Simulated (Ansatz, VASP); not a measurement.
**One calculation of TlAgTe2, two programs**

Contents of INCAR:

```
PREC = Accurate
ENCUT = 520
EDIFF = 1E-8
ISMEAR = -1
SIGMA = 0.05
LREAL = False
LASPH = True
NELM = 100
ALGO = Normal
ISIF = 2
LWAVE = False
LCHARG = False
LEFG = True
NBANDS = 26
```

KPOINTS

```
Automatic mesh
0
Gamma
  13 13 13
```

The input POSCAR:

```
TlAgTe2
1.0
   -1.9600000000      1.9600000000      7.4578000000
    1.9600000000     -1.9600000000      7.4578000000
    1.9600000000      1.9600000000     -7.4578000000
Tl Ag Te
1 1 2
Direct
    0.0000000000      0.0000000000      0.0000000000
    0.7500000000      0.2500000000      0.5000000000
    0.3690000000      0.3690000000      0.0000000000
    0.6310000000      0.6310000000      0.0000000000
```

Input for Ansatz:

```yaml
crystal:
  lattice:
    - [-1.96, 1.96, 7.4578]
    - [1.96, -1.96, 7.4578]
    - [1.96, 1.96, -7.4578]
  atoms:
    - { symbol: Tl, position: [0.0, 0.0, 0.0] }
    - { symbol: Ag, position: [0.75, 0.25, 0.5] }
    - { symbol: Te, position: [0.369, 0.369, 0.0] }
    - { symbol: Te, position: [0.631, 0.631, 0.0] }
kpoints:
  mp_grid: { grid: [13, 13, 13] }
scf:
  occupations: { method: fermi_dirac, width: 0.05 }
hamiltonian:
  xc: lda
  pseudopotentials: { kind: all_electron, datasets: crystal }
output:
  forces: true
  stress: true
  eigenvalues: true
  efg: { contact_densities: true }
```

Change from the starting cell: zz strain of -2 %, crystal datasets.

Alike in both runs: task electric field gradients; functional LDA; k mesh 13 × 13 × 13; occupations fermi-dirac, width 0.05 eV; no spin polarisation.

```csv
,VASP,Ansatz
version,VASP 6.6.1,Ansatz 0.2.0
potentials or method,"VASP PAW LDA potentials, release 64 (Tl_d, Ag, Te), cutoff 520 eV","all-electron PAW with datasets made for the crystal, scalar-relativistic"
```

Ansatz gave:

- pressure (GPa): -0.2
- traceless stress, the component that is largest in VASP (GPa): 1.80
- rms of the force components (eV/Å): 0.106
- size of Vzz on the site where it differs most (V/Å²): 17.7

Problem. What did VASP give for the same quantities?

Solution. Pressure (GPa): -0.2; traceless stress, the component that is largest in VASP (GPa): 1.83; rms of the force components (eV/Å): 0.111; size of Vzz on the site where it differs most (V/Å²): 39.2.

LDA's correlation is that of Perdew and Zunger in VASP and of Perdew and Wang (1992) in Ansatz. Atom by atom the forces differ by 0.004 eV/Å (rms over components). Ansatz ran all-electron here, and VASP with PAW potentials.

Neither program's run includes spin-orbit coupling.
